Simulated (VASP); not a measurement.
Wanted: the native input for a VASP 6.6.1 run.

```
Task                   : single point
Functional             : PBE
Potentials or basis    : VASP PAW PBE potentials, release 64 (Mn_pv, O)
Cutoff                 : 600 eV
k mesh                 : 5 × 5 × 8
Occupations            : fermi-dirac, width 0.1 eV
Spin                   : collinear spin, antiferromagnetic start
Starting moments       : [3.0, -3.0, 0.0, 0.0, 0.0, 0.0] μB
Hubbard terms          : Mn d U = 3.55 eV
Dipole correction      : no
Further INCAR settings : ALGO = Normal; EDIFF = 1e-06; NBANDS = 38
```

The structure of MnO2 lies in POSCAR:

```
MnO2
1.0
    4.3808069300      0.0000000000      0.0000000000
    0.0000000000      4.3808069300      0.0000000000
    0.0000000000      0.0000000000      2.8797307800
Mn O
2 4
Direct
    0.0000000000      0.0000000000      0.0000000000
    0.5000000000      0.5000000000      0.5000000000
    0.3040000000      0.3040000000      0.0000000000
    0.6960000000      0.6960000000      0.0000000000
    0.8040000000      0.1960000000      0.5000000000
    0.1960000000      0.8040000000      0.5000000000
```

One way to write it, as run:

INCAR

```
PREC     = Accurate       # precision mode
ENCUT    = 600            # plane-wave cutoff, eV
EDIFF    = 1E-6           # SCF threshold, eV
ISMEAR   = -1             # smearing method
SIGMA    = 0.1            # smearing width, eV
LREAL    = F              # projectors in reciprocal space
LASPH    = T              # aspherical terms in the spheres
NELM     = 200            # most SCF steps
ALGO     = Normal         # electronic algorithm
ISIF     = 2              # what is computed and relaxed
LWAVE    = F              # write WAVECAR
LCHARG   = T              # write CHGCAR
ISPIN    = 2              # spin polarisation
MAGMOM   = 3 -3 0 0 0 0   # initial moments
LORBIT   = 11             # projections on sites
LMAXMIX  = 4              # l up to which the mixer works
LDAU     = T              # DFT+U
LDAUTYPE = 2            
LDAUL    = 2 -1           # shell
LDAUU    = 3.55 0         # U, eV
LDAUJ    = 0 0          
LDAUPRINT= 1            
GGA      = PE             # functional
LELF     = T              # ELF
LVHAR    = T            
NBANDS   = 38             # bands
GGA_COMPAT= F
```

KPOINTS

```
regular mesh
0
Gamma
  5 5 8
```

Potentials or basis: VASP PAW PBE potentials, release 64 (Mn_pv, O).

Command:

```sh
$ cat potpaw_PBE.64/Mn_pv/POTCAR potpaw_PBE.64/O/POTCAR > POTCAR
$ mpirun -np 1 vasp_std > vasp.out
```

It gave:

* Pressure: 10.4 GPa
* Largest force: 0.111 eV/Å
* Band gap on the k mesh: 0.39 eV
* Net moment: 0.00 μB per cell
* Site moments: Mn +2.88, -2.88; O -0.01, +0.01 (each value once) μB
* Valence electrons inside the program's atomic spheres: Mn 11.69; O 5.05

Caveat: the cell stands under pressure.

Run time: 110 s on 1 thread of Oxide Virtual Turin-like Processor, with other jobs on the host, peak memory 0.23 GiB.
